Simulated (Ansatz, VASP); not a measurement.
**Two plane-wave programs on BN**

```
B N
1.0
     2.55458    0.00000    0.00000
    -1.27729    2.21233    0.00000
     0.00000    0.00000    4.22451
B N
2 2
Direct
  0.66667 0.33333 0.99981
  0.33333 0.66667 0.49981
  0.49051 0.33333 0.57193
  0.33333 0.66667 0.12519
```

Alike in both runs: task single point; functional PBE; k mesh 12 × 12 × 6; occupations gaussian, width 0.05 eV; no spin polarisation.

|  | VASP | Ansatz |
| --- | --- | --- |
| version | VASP 6.6.1 | Ansatz 0.2.0 |
| potentials or method | VASP PAW PBE potentials, release 64 (B, N), cutoff 520 eV | scalar-relativistic, plane waves, PAW |
| valence electrons in the cell | 16 | 16 |

```tsv
	VASP	Ansatz	Ansatz less VASP
gap on the k mesh at the Fermi level (eV)	2.66	2.67	+0.012
least direct gap on the mesh (eV)	4.83	4.83	+0.007
rms of the force components (eV/Å)	9.794	9.704	-0.0902
```

Atom by atom the forces differ by 0.095 eV/Å (rms over components).
